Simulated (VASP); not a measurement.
# Fe (Im-3m) in VASP: single point with PBEsol

Aim: the single point of Fe with PBEsol.

Program: VASP 6.6.1. These are calculated values, not measurements. Logs are shortened: lines on timing, memory, paths and dates and some standing lists are left out, and cuts for length are marked.

## (1) The cell of the first run

It takes space group Im-3m (No. 229, cubic). The conventional cell has a = 2.787 Å, b = 2.787 Å, c = 2.787 Å, α = 90.00°, β = 90.00°, γ = 90.00°. Within 3.2 Å of Fe (site symmetry m-3m) lie 14 Fe at 2.41 to 2.79 Å.

## (2) Single point, PBEsol, collinear spin, ferromagnetic start

Input file INCAR:

```
SYSTEM = Fe
PREC = Accurate
ENCUT = 520
EDIFF = 1E-6
ISMEAR = -1
SIGMA = 0.08
LREAL = .False.
LASPH = .True.
NELM = 150
ALGO = Normal
ISIF = 2
LWAVE = .False.
LCHARG = .False.
ISPIN = 2
MAGMOM = 3
LORBIT = 11
LMAXMIX = 4
GGA = PS
NBANDS = 14
```

Input file KPOINTS:

```
Automatic mesh
0
Gamma
  24 24 24
  0 0 0
```

Input file POSCAR:

```
Fe
1.0
   -1.3933750065      1.3933750065      1.3933750065
    1.3933750065     -1.3933750065      1.3933750065
    1.3933750065      1.3933750065     -1.3933750065
Fe
1
Direct
    0.0000000000      0.0000000000      0.0000000000
```

Potentials or basis: VASP PAW PBE potentials, release 64 (Fe).

Started as:

```
cat potpaw_PBE.64/Fe/POTCAR > POTCAR
mpirun -np 1 vasp_std > vasp.out
```

OUTCAR:

```text
SYSTEM = Fe
   PREC = Accurate
   ENCUT = 520
   EDIFF = 1E-6
   ISMEAR = -1
   LREAL = .False.
   LASPH = .True.
   NELM = 150
   ISIF = 2
   ISPIN = 2
   LORBIT = 11
   GGA = PS

 ion  position               nearest neighbor table
   1  0.000  0.000  0.000-

  LATTYP: Found a body centered cubic cell.
 ALAT       =     2.7867500130

  Lattice vectors:

 A1 = (  -1.3933750065,   1.3933750065,   1.3933750065)
 A2 = (   1.3933750065,  -1.3933750065,   1.3933750065)
 A3 = (   1.3933750065,   1.3933750065,  -1.3933750065)

Analysis of symmetry for initial positions (statically):
=====================================================================
 Subroutine PRICEL returns:
 Original cell was already a primitive cell.

 Routine SETGRP: Setting up the symmetry group for a
 body centered cubic supercell.

 Subroutine GETGRP returns: Found 48 space group operations
 (whereof 48 operations were pure point group operations)
 out of a pool of 48 trial point group operations.

The static configuration has the point symmetry O_h .

Analysis of symmetry for dynamics (positions and initial velocities):
=====================================================================
 Subroutine PRICEL returns:
 Original cell was already a primitive cell.

 Routine SETGRP: Setting up the symmetry group for a
 body centered cubic supercell.

 Subroutine GETGRP returns: Found 48 space group operations
 (whereof 48 operations were pure point group operations)
 out of a pool of 48 trial point group operations.

The dynamic configuration has the point symmetry O_h .

Analysis of structural, dynamic, and magnetic symmetry:
=====================================================================
 Subroutine PRICEL returns:
 Original cell was already a primitive cell.

 Routine SETGRP: Setting up the symmetry group for a
 body centered cubic supercell.

 Subroutine GETGRP returns: Found 48 space group operations
 (whereof 48 operations were pure point group operations)
 out of a pool of 48 trial point group operations.

The overall configuration has the point symmetry O_h .

 Subroutine INISYM returns: Found 48 space group operations
 (whereof 48 operations are pure point group operations),
 and found     1 'primitive' translations

----------------------------------------------------------------------------------------

                                     Primitive cell

  volume of cell :      10.8209

  direct lattice vectors                    reciprocal lattice vectors
    -1.393375006  1.393375006  1.393375006     0.000000000  0.358840942  0.358840942
     1.393375006 -1.393375006  1.393375006     0.358840942  0.000000000  0.358840942
     1.393375006  1.393375006 -1.393375006     0.358840942  0.358840942  0.000000000

  length of vectors
     2.413396305  2.413396305  2.413396305     0.507477727  0.507477727  0.507477727

  position of ions in fractional coordinates (direct lattice)
     0.000000000  0.000000000  0.000000000

  ion indices of the primitive-cell ions
   primitive index   ion index
                 1           1

----------------------------------------------------------------------------------------

 KPOINTS: Automatic mesh

Automatic generation of k-mesh.
 Grid dimensions read from file:
 generate k-points for:   24   24   24

 Generating k-lattice:

  Cartesian coordinates                     Fractional coordinates (reciprocal lattice)
     0.000000000  0.014951706  0.014951706     0.041666667  0.000000000  0.000000000
     0.014951706  0.000000000  0.014951706     0.000000000  0.041666667  0.000000000
     0.014951706  0.014951706  0.000000000     0.000000000  0.000000000  0.041666667

  Length of vectors
     0.021144905  0.021144905  0.021144905

  Shift w.r.t. Gamma in fractional coordinates (k-lattice)
     0.000000000  0.000000000  0.000000000

 Subroutine IBZKPT returns following result:
 ===========================================

 Found    413 irreducible k-points:

 Following reciprocal coordinates:
            Coordinates               Weight
  0.000000  0.000000  0.000000      1.000000
  0.041667  0.000000  0.000000     12.000000
  0.083333  0.000000  0.000000     12.000000
  0.125000  0.000000  0.000000     12.000000
  0.166667  0.000000  0.000000     12.000000
  0.208333  0.000000  0.000000     12.000000
[... 16 lines left out ...]
  0.416667  0.041667  0.000000     48.000000
  0.458333  0.041667  0.000000     48.000000
 [... further k-points ...]
   k-points           NKPTS =    413   k-points in BZ     NKDIM =    413   number of bands    NBANDS=     14
   number of dos      NEDOS =    301   number of ions     NIONS =      1
   total plane-waves  NPLWV =   5832
   dimension x,y,z NGX =    18 NGY =   18 NGZ =   18
   dimension x,y,z NGXF=    36 NGYF=   36 NGZF=   36
   ions per type =               1
   NGX,Y,Z   is equivalent  to a cutoff of  12.40, 12.40, 12.40 a.u.
   NGXF,Y,Z  is equivalent  to a cutoff of  24.80, 24.80, 24.80 a.u.
 SYSTEM =  Fe
   PREC   = accura    normal or accurate (medium, high low for compatibility)
   ISTART =      0    job   : 0-new  1-cont  2-samecut
   ICHARG =      2    charge: 1-file 2-atom 10-const
   ISPIN  =      2    spin polarized calculation?
   LNONCOLLINEAR =      F non collinear calculations
   LSORBIT =      F    spin-orbit coupling
   LASPH  =      T    aspherical Exc in radial PAW
   ENCUT  =  520.0 eV  38.22 Ry    6.18 a.u.   4.49  4.49  4.49*2*pi/ulx,y,z
   NELM   =    150;   NELMIN=  2; NELMDL= -5     # of ELM steps
   EDIFF  = 0.1E-05   stopping-criterion for ELM
   LREAL  =      F    real-space projection
   EDIFFG = 0.1E-04   stopping-criterion for IOM
   NSW    =      0    number of steps for IOM
   IBRION =     -1    ionic relax: 0-MD 1-quasi-New 2-CG
   NFREE  =      0    steps in history (QN), initial steepest desc. (CG)
   ISIF   =      2    stress and relaxation
   ISYM   =      2    0-nonsym 1-usesym 2-fastsym
   POTIM  = 0.5000    time-step for ionic-motion
   TEBEG  =    0.0;   TEEND  =   0.0 temperature during run
   PSTRESS=    0.0 pullay stress
   NELECT =       8.0000    total number of electrons
   NUPDOWN=      -1.0000    fix difference up-down
   EMIN   =  10.00;   EMAX   =-10.00  energy-range for DOS
   EFERMI =   0.00;   METHOD = LEGACY
   ISMEAR =    -1;   SIGMA  =   0.08  broadening in eV -4-tet -1-fermi 0-gaus
   EFERMI_NEDOS =   21; number of points for ismear=-14 and -15
   IALGO  =     38    algorithm
   IMIX   =      4    mixing-type and parameters
     AMIX     =   0.40;   BMIX     =  1.00
     AMIX_MAG =   1.60;   BMIX_MAG =  1.00
  volume/ion in A,a.u.               =      10.82        73.02
  Fermi-wavevector in a.u.,A,eV,Ry     =   1.480301  2.797364 29.814340  2.191292
  Thomas-Fermi vector in A             =   2.594352
   LORBIT       =     11    0 simple, 1 ext, 2 COOP (PROOUT), +10 PAW based schemes
   GGA     = PS    functional components
   LHFCALC =     F    Hartree Fock is set to
   AEXX    =    0.0000 exact exchange contribution
   IVDW    =     0    specifies the selected vdW correction
   LEPSILON=     F    determine dielectric tensor
   LRPA    =     F    only Hartree local field effects (RPA)
 spin polarized calculation
  energy-cutoff  :      520.00
  volume of cell :       10.82
 maximum number of plane-waves:       321
 NGX is ok and might be reduce to    18
   NGX =  9   NGY =  9   NGZ =  9

 number of electron       8.0000003 magnetization       2.0988080

 Free energy of the ion-electron system (eV)
  ---------------------------------------------------
  ext. energy  EPLUGINS =         0.00000000
  ---------------------------------------------------
  free energy    TOTEN  =        -8.92839644 eV

  energy without entropy =       -8.90790240  energy(sigma->0) =       -8.91814942

 E-fermi :   6.2163     XC(G=0): -13.5579

 val. band max:        6.2145072394   @ k =   0.2917   0.0833   0.0000
 cond. band min:       6.2204689554   @ k =  -0.3750   0.5000   0.2500
 fundamental gap:      0.0059617160
 Fermi energy:         6.2162727407

 spin component 1

 k-point     1 :       0.0000    0.0000    0.0000
  band No.  band energies     occupation
      1      -2.6315      1.00000
      2       3.7839      1.00000
      3       3.7839      1.00000
      4       3.7839      1.00000
      5       5.1453      1.00000
      6       5.1453      1.00000
      7      31.5847      0.00000
      8      31.5847      0.00000
      9      31.5847      0.00000
     10      37.0112      0.00000
     11      37.0112      0.00000
     12      39.5736      0.00000
     13      39.5736      0.00000
     14      39.5736      0.00000
[... 375 lines left out ...]
 k-point    24 :       0.4583    0.0417    0.0000
  band No.  band energies     occupation
      1       1.0011      1.00000
      2       2.6173      1.00000
      3       5.1818      1.00000
      4       5.2475      0.99999
      5       6.1778      0.61798
      6       7.2003      0.00000
      7      14.0726      0.00000
      8      24.6186      0.00000
      9      26.7589      0.00000
     10      30.7182      0.00000
     11      34.7809      0.00000
     12      41.1171      0.00000
     13      45.9615      0.00000
     14      47.7698      0.00000

 [... further k-points ...]

 spin component 2

 k-point     1 :       0.0000    0.0000    0.0000
  band No.  band energies     occupation
      1      -2.3657      1.00000
      2       5.6135      0.99947
      3       5.6136      0.99947
      4       5.6136      0.99947
      5       7.7115      0.00000
      6       7.7116      0.00000
      7      31.5137      0.00000
      8      31.5137      0.00000
      9      31.5137      0.00000
     10      37.3367      0.00000
     11      37.3367      0.00000
     12      40.2920      0.00000
     13      40.2920      0.00000
     14      40.2921      0.00000
[... 375 lines left out ...]
 k-point    24 :       0.4583    0.0417    0.0000
  band No.  band energies     occupation
      1       2.2472      1.00000
      2       4.2585      1.00000
      3       6.5886      0.00944
      4       7.5808      0.00000
      5       8.0699      0.00000
      6       8.9572      0.00000
      7      15.4048      0.00000
      8      24.8392      0.00000
      9      27.3496      0.00000
     10      31.2957      0.00000
     11      35.5061      0.00000
     12      41.2891      0.00000
     13      46.2997      0.00000
     14      48.5311      0.00000

 [... further k-points ...]

------------------------ aborting loop because EDIFF is reached ----------------------------------------

  FORCE on cell =-STRESS in cart. coord.  units (eV):
  Direction    XX          YY          ZZ          XY          YZ          ZX
  --------------------------------------------------------------------------------------
  -------------------------------------------------------------------------------------
  Total       -0.0111176     -0.0111176     -0.0111176      0.0000000     -0.0000000      0.0000000
  in kB       -1.6461067     -1.6461067     -1.6461067      0.0000000     -0.0000000      0.0000000
  external PRESSURE =      -1.6461067 kB  Pullay stress =       0.0000000 kB

 VOLUME and BASIS-vectors are now :
 -----------------------------------------------------------------------------
  energy-cutoff  :      520.00
  volume of cell :       10.82
      direct lattice vectors                 reciprocal lattice vectors
    -1.393375006  1.393375006  1.393375006     0.000000000  0.358840942  0.358840942
     1.393375006 -1.393375006  1.393375006     0.358840942  0.000000000  0.358840942
     1.393375006  1.393375006 -1.393375006     0.358840942  0.358840942  0.000000000

 POSITION                                       TOTAL-FORCE (eV/Angst)
 -----------------------------------------------------------------------------------
      0.00000      0.00000      0.00000        -0.000000     -0.000000      0.000000
 -----------------------------------------------------------------------------------
    total drift:                                0.000000     -0.000000      0.000000

  FREE ENERGIE OF THE ION-ELECTRON SYSTEM (eV)
  ---------------------------------------------------
  free  energy   TOTEN  =        -8.9283964427 eV

  energy  without entropy=       -8.9079024033  energy(sigma->0) =       -8.91814942

 total charge

# of ion       s       p       d       tot
------------------------------------------
    1        0.511   0.590   6.278   7.379

 magnetization (x)

# of ion       s       p       d       tot
------------------------------------------
    1       -0.012  -0.049   2.143   2.081
```

Wall time 79 s (1 thread of AMD EPYC 7R13 (Zen 3), shared host); peak memory 0.17 GiB.

Results:

```yaml
Free_energy: -8.9284 eV
Pressure: -0.2 GPa
Net_moment: 2.10 μB per cell
Site_moments: Fe +2.08 μB
Valence_electrons_inside_the_program's_atomic_spheres: Fe 7.38
```

Levels at points of the mesh, in eV from the Fermi level:
Spin up:
```tsv
k point	band 3	band 4	band 5	band 6	band 7	band 8
(0.00, 0.00, 0.00)	-2.43	-2.43	-1.07	-1.07	25.37	25.37
(0.50, 0.00, 0.00)	-1.01	-0.86	0.38	0.48	7.74	18.66
(0.50, 0.50, 0.50)	0.19	0.19	0.19	10.16	10.16	10.16
```
Spin down:
```
           k point  band 1  band 2  band 3  band 4  band 5  band 6  band 7  band 8
(0.00, 0.00, 0.00)   -8.58   -0.60   -0.60   -0.60    1.50    1.50   25.30   25.30
(0.50, 0.00, 0.00)   -4.00   -1.97    0.61    1.37    1.77    2.61    9.10   18.82
(0.50, 0.50, 0.50)   -3.46   -3.46    2.28    2.28    2.28   10.51   10.51   10.51
```

Caveat: the PAW data sets were made with another functional, which shifts forces and pressure a little.
